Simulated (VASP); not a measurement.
# InSb (I-4m2) in VASP: notebook

The runs below take InSb through single point, with PBE.

All numbers are computed with VASP 6.6.1; they aren't measurements. Logs are shortened: lines on timing, memory, paths and dates and some standing lists are left out, and cuts for length are marked.

## 1. The cell of the first run

Symmetry: I-4m2, No. 119, tetragonal system. Conventional cell: a = 5.916 Å, b = 5.916 Å, c = 2.847 Å, α = 90.00°, β = 90.00°, γ = 90.00°. In (site symmetry -4m2) has 2 In at 2.85 Å and 8 Sb at 3.04 to 3.65 Å within 3.8 Å. Within 3.8 Å of Sb (site symmetry -4m2) lie 2 Sb at 2.85 Å and 8 In at 3.04 to 3.65 Å.

## 2. Single point, PBE

INCAR

```
PREC = Accurate ; ENCUT = 520
EDIFF = 1E-7 ; ISMEAR = 0
SIGMA = 0.15 ; LREAL = F
LASPH = T ; NELM = 100
ALGO = Normal ; ISIF = 2
LWAVE = F ; LCHARG = F
GGA = PE ; NBANDS = 16
```

KPOINTS

```
regular mesh
0
Gamma
  16 16 16
```

POSCAR

```
InSb
1.0
   -2.9581623212      2.9581623212      1.4236000000
    2.9581623212     -2.9581623212      1.4236000000
    2.9581623212      2.9581623212     -1.4236000000
In Sb
1 1
Direct
    0.2500000000      0.7500000000      0.5000000000
    0.0000000000      0.0000000000      0.0000000000
```

Potentials or basis: VASP PAW PBE potentials, release 64 (In_d, Sb).

Command:

```bash
$ cat potpaw_PBE.64/In_d/POTCAR potpaw_PBE.64/Sb/POTCAR > POTCAR
$ mpirun -np 1 vasp_std > vasp.out
```

OUTCAR:

```text
PREC = Accurate
   ENCUT = 520
   EDIFF = 1E-7
   ISMEAR = 0
   LREAL = F
   LASPH = T
   NELM = 100
   ISIF = 2
   GGA = PE

 ion  position               nearest neighbor table
   1  0.250  0.750  0.500-   2 3.04   2 3.04   2 3.04   2 3.04   2 3.65   2 3.65   2 3.65   2 3.65

   2  0.000  0.000  0.000-   1 3.04   1 3.04   1 3.04   1 3.04   1 3.65   1 3.65   1 3.65   1 3.65

  LATTYP: Found a body centered tetragonal cell.
 ALAT       =     5.9163246424
 C/A-ratio  =     0.4812447207

  Lattice vectors:

 A1 = (  -2.9581623212,   2.9581623212,   1.4236000000)
 A2 = (   2.9581623212,  -2.9581623212,   1.4236000000)
 A3 = (   2.9581623212,   2.9581623212,  -1.4236000000)

Analysis of symmetry for initial positions (statically):
=====================================================================
 Subroutine PRICEL returns:
 Original cell was already a primitive cell.

 Routine SETGRP: Setting up the symmetry group for a
 body centered tetragonal supercell.

 Subroutine GETGRP returns: Found  8 space group operations
 (whereof  8 operations were pure point group operations)
 out of a pool of 16 trial point group operations.

The static configuration has the point symmetry D_2d.

Analysis of symmetry for dynamics (positions and initial velocities):
=====================================================================
 Subroutine PRICEL returns:
 Original cell was already a primitive cell.

 Routine SETGRP: Setting up the symmetry group for a
 body centered tetragonal supercell.

 Subroutine GETGRP returns: Found  8 space group operations
 (whereof  8 operations were pure point group operations)
 out of a pool of 16 trial point group operations.

The dynamic configuration has the point symmetry D_2d.

 Subroutine INISYM returns: Found  8 space group operations
 (whereof  8 operations are pure point group operations),
 and found     1 'primitive' translations

----------------------------------------------------------------------------------------

                                     Primitive cell

  volume of cell :      49.8301

  direct lattice vectors                    reciprocal lattice vectors
    -2.958162321  2.958162321  1.423600000     0.000000000  0.169023855  0.351222253
     2.958162321 -2.958162321  1.423600000     0.169023855  0.000000000  0.351222253
     2.958162321  2.958162321 -1.423600000     0.169023855  0.169023855  0.000000000

[... 76 lines left out ...]
   ICHARG =      2    charge: 1-file 2-atom 10-const
   ISPIN  =      1    spin polarized calculation?
   LNONCOLLINEAR =      F non collinear calculations
   LSORBIT =      F    spin-orbit coupling
   LASPH  =      T    aspherical Exc in radial PAW
   ENCUT  =  520.0 eV  38.22 Ry    6.18 a.u.   8.22  8.22  8.22*2*pi/ulx,y,z
   NELM   =    100;   NELMIN=  2; NELMDL= -5     # of ELM steps
   EDIFF  = 0.1E-06   stopping-criterion for ELM
   LREAL  =      F    real-space projection
   EDIFFG = 0.1E-05   stopping-criterion for IOM
   NSW    =      0    number of steps for IOM
   IBRION =     -1    ionic relax: 0-MD 1-quasi-New 2-CG
   NFREE  =      0    steps in history (QN), initial steepest desc. (CG)
   ISIF   =      2    stress and relaxation
   ISYM   =      2    0-nonsym 1-usesym 2-fastsym
   POTIM  = 0.5000    time-step for ionic-motion
   TEBEG  =    0.0;   TEEND  =   0.0 temperature during run
   PSTRESS=    0.0 pullay stress
   NELECT =      18.0000    total number of electrons
   NUPDOWN=      -1.0000    fix difference up-down
   EMIN   =  10.00;   EMAX   =-10.00  energy-range for DOS
   EFERMI =   0.00;   METHOD = LEGACY
   ISMEAR =     0;   SIGMA  =   0.15  broadening in eV -4-tet -1-fermi 0-gaus
   EFERMI_NEDOS =   21; number of points for ismear=-14 and -15
   IALGO  =     38    algorithm
   IMIX   =      4    mixing-type and parameters
     AMIX     =   0.40;   BMIX     =  1.00
     AMIX_MAG =   1.60;   BMIX_MAG =  1.00
  volume/ion in A,a.u.               =      24.92       168.14
  Fermi-wavevector in a.u.,A,eV,Ry     =   1.165919  2.203267 18.495309  1.359367
  Thomas-Fermi vector in A             =   2.302439
   LORBIT       =      0    0 simple, 1 ext, 2 COOP (PROOUT), +10 PAW based schemes
   GGA     = PE    functional components
   LHFCALC =     F    Hartree Fock is set to
   AEXX    =    0.0000 exact exchange contribution
   IVDW    =     0    specifies the selected vdW correction
   LEPSILON=     F    determine dielectric tensor
   LRPA    =     F    only Hartree local field effects (RPA)
 non-spin polarized calculation
 Gauss-broadening in eV      SIGMA  =   0.15
  energy-cutoff  :      520.00
  volume of cell :       49.83
 maximum number of plane-waves:      1366
 NGX is ok and might be reduce to    36
   NGX = 17   NGY = 17   NGZ = 17

 number of electron      18.0000000 magnetization

 Free energy of the ion-electron system (eV)
  ---------------------------------------------------
  ext. energy  EPLUGINS =         0.00000000
  ---------------------------------------------------
  free energy    TOTEN  =        -6.37248070 eV

  energy without entropy =       -6.36257334  energy(sigma->0) =       -6.36752702

 E-fermi :   8.6763     XC(G=0): -10.4431

 val. band max:        8.6728708038   @ k =  -0.1250   0.2500   0.0625
 cond. band min:       8.6837597630   @ k =  -0.1875   0.3750   0.1250
 fundamental gap:      0.0108889592
 Fermi energy:         8.6762889225

 k-point     1 :       0.0000    0.0000    0.0000
  band No.  band energies     occupation
      1      -6.5705      2.00000
      2      -6.0111      2.00000
      3      -6.0092      2.00000
      4      -5.7630      2.00000
      5      -5.7630      2.00000
      6      -3.6734      2.00000
[... 433 lines left out ...]
      3      -6.0099      2.00000
      4      -5.7631      2.00000
      5      -5.7627      2.00000
      6      -3.6463      2.00000
[... 8 lines left out ...]
     15      18.6499      0.00000
     16      20.9281      0.00000

 [... further k-points ...]
[... 5 lines left out ...]
  --------------------------------------------------------------------------------------
  -------------------------------------------------------------------------------------
  Total        1.5028666      1.5028666      6.0896523      0.0000000      0.0000000      0.0000000
  in kB       48.3213474     48.3213474    195.7992869      0.0000000      0.0000000      0.0000000
  external PRESSURE =      97.4806606 kB  Pullay stress =       0.0000000 kB

 VOLUME and BASIS-vectors are now :
 -----------------------------------------------------------------------------
  energy-cutoff  :      520.00
  volume of cell :       49.83
      direct lattice vectors                 reciprocal lattice vectors
    -2.958162321  2.958162321  1.423600000     0.000000000  0.169023855  0.351222253
     2.958162321 -2.958162321  1.423600000     0.169023855  0.000000000  0.351222253
     2.958162321  2.958162321 -1.423600000     0.169023855  0.169023855  0.000000000

 POSITION                                       TOTAL-FORCE (eV/Angst)
 -----------------------------------------------------------------------------------
      2.95816     -0.00000      0.71180        -0.000000      0.000000      0.000000
      0.00000      0.00000      0.00000         0.000000     -0.000000     -0.000000
 -----------------------------------------------------------------------------------
    total drift:                               -0.000000      0.000000      0.000000

  FREE ENERGIE OF THE ION-ELECTRON SYSTEM (eV)
  ---------------------------------------------------
  free  energy   TOTEN  =        -6.3724806988 eV

  energy  without entropy=       -6.3625733440  energy(sigma->0) =       -6.36752702
```

OSZICAR:

```text
N       E                     dE             d eps       ncg     rms          rms(c)
DAV:   1     0.108744571180E+03    0.10874E+03   -0.82130E+03 11192   0.124E+03
DAV:   2    -0.246197312051E+00   -0.10899E+03   -0.10563E+03 12544   0.301E+02
DAV:   3    -0.626362114281E+01   -0.60174E+01   -0.59750E+01 14176   0.684E+01
DAV:   4    -0.640559213639E+01   -0.14197E+00   -0.14193E+00 13784   0.114E+01
DAV:   5    -0.641294296999E+01   -0.73508E-02   -0.73507E-02 16344   0.230E+00    0.409E+00
DAV:   6    -0.637718372309E+01    0.35759E-01   -0.69310E-02 14696   0.481E+00    0.222E+00
DAV:   7    -0.637276637213E+01    0.44174E-02   -0.20307E-02 16440   0.210E+00    0.480E-01
DAV:   8    -0.637242375434E+01    0.34262E-03   -0.22134E-03 14352   0.636E-01    0.149E-01
DAV:   9    -0.637248069864E+01   -0.56944E-04   -0.18147E-04 15008   0.115E-01    0.391E-02
DAV:  10    -0.637248002483E+01    0.67381E-06   -0.78200E-06 15072   0.221E-02    0.871E-03
DAV:  11    -0.637248117823E+01   -0.11534E-05   -0.12397E-06 14304   0.879E-03    0.445E-03
DAV:  12    -0.637248078594E+01    0.39229E-06   -0.94509E-08 10136   0.465E-03    0.207E-03
DAV:  13    -0.637248069876E+01    0.87179E-07   -0.22429E-08  7688   0.129E-03
   1 F= -.63724807E+01 E0= -.63675270E+01  d E =-.990735E-02
```

It took 3 min on 1 thread of Intel Xeon Platinum 8488C (Sapphire Rapids), shared host; peak memory 0.42 GiB.

Results:

| Quantity | Value |
| --- | --- |
| Free energy | -6.3725 eV |
| Pressure | 9.7 GPa |
| Band gap on the k mesh | zero (bands 9 and 10 overlap by 3.75 eV) |

Stress tensor (GPa, compression positive):
```
 4.83  0.00  0.00
 0.00  4.83  0.00
 0.00  0.00 19.58
```

Levels at points of the mesh, in eV from the Fermi level:
| k point | band 6 | band 7 | band 8 | band 9 | band 10 | band 11 | band 12 | band 13 |
| --- | --- | --- | --- | --- | --- | --- | --- | --- |
| (0.00, 0.00, 0.00) | -12.35 | -4.24 | -2.90 | -2.90 | 2.65 | 5.70 | 5.70 | 7.55 |
| (0.50, 0.00, 0.00) | -7.39 | -5.41 | -2.21 | -1.25 | -0.82 | 2.65 | 3.17 | 5.25 |
| (0.50, 0.50, 0.00) | -11.31 | -8.23 | -1.18 | 0.80 | 1.04 | 1.07 | 6.95 | 9.62 |
| (0.50, 0.50, 0.50) | -10.33 | -6.29 | -5.43 | -5.43 | 6.61 | 8.21 | 8.21 | 8.54 |

Caveat: the cell stands under pressure; spin-orbit coupling is left out, which moves the levels of the heavy elements.

(Part 1 of 2 ends here.)
